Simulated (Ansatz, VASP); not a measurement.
**Si2SnB3: VASP beside Ansatz**

```
CELL_PARAMETERS angstrom
2.58782 -4.21373 0.00000
2.58782 4.21373 0.00000
0.00000 0.00000 3.88458
ATOMIC_POSITIONS crystal
Si 0.00000 0.50000 0.50000
Si 0.50000 0.00000 0.50000
Sn 0.50000 0.50000 0.00000
B 0.15586 0.84414 0.00000
B 0.84414 0.15586 0.00000
B 0.00000 0.00000 0.50000
```

Change from the starting cell: species swapped into the LaNi3Rh2 type (Cmmm, No. 65).

Alike in both runs: task single point; functional PBE; k mesh 4 × 4 × 4; occupations gaussian, width 0.1 eV; no spin polarisation.

```csv
,VASP,Ansatz
version,VASP 6.6.1,Ansatz 0.2.0
potentials or method,"VASP PAW PBE potentials, release 64 (Si, Sn_d, B), cutoff 520 eV","scalar-relativistic, plane waves, PAW"
valence electrons in the cell,31,31
```

```csv
,VASP,Ansatz,Ansatz less VASP
gap on the k mesh at the Fermi level (eV),none,none,-
pressure (GPa),-12.2,-12.2,+0.02
"traceless stress, the component that is largest in VASP (GPa)",-14.74,-14.75,-0.003
rms of the force components (eV/Å),0.201,0.201,-0.0008
```

Atom by atom the forces differ by 0.001 eV/Å (rms over components). A gap of «none» marks a metal or a gap that the smearing closes. With one functional, cell and mesh, what is left measures potentials, basis and numerics.

The k mesh is coarse, so the values compare programs but aren't converged.
